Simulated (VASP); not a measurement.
Input of a VASP 6.6.1 run:

Contents of INCAR:

```
SYSTEM = KCl
ALGO = Normal ; EDIFF = 1E-7
ENCUT = 520 ; GGA = PE
ISIF = 2 ; ISMEAR = 0
LASPH = .TRUE. ; LCHARG = .TRUE.
LELF = .TRUE. ; LREAL = .FALSE.
LVHAR = .TRUE. ; LWAVE = .FALSE.
NBANDS = 15 ; NELM = 100
PREC = Accurate ; SIGMA = 0.05
```

Contents of KPOINTS:

```
k-points
0
G
  8 8 8
  0 0 0
```

Contents of POSCAR:

```
KCl
1.0
    0.0000000000      3.5427808131      2.5047460348
    3.5427808131      0.0000000000      2.5047460348
    3.5427808131      3.5427808131      0.0000000000
K Cl
1 1
Direct
    0.0000000000      0.0000000000      0.0000000000
    0.5000000000      0.5000000000      0.5000000000
```

Potentials or basis: VASP PAW PBE potentials, release 64 (K_sv, Cl).

The run is started by

```console
$ cat potpaw_PBE.64/K_sv/POTCAR potpaw_PBE.64/Cl/POTCAR > POTCAR
$ mpirun -np 1 vasp_std > vasp.out
```

Q: Predict the band gap on the k mesh.

A: 3.93 eV.

Q: Predict the pressure.

A: 9.9 GPa.

Stress tensor (GPa, compression positive):
```
-1.10  0.00  0.00
 0.00 -1.10  0.00
 0.00  0.00 31.77
```

Caveat: the cell stands under pressure. A k mesh can miss the band edges.
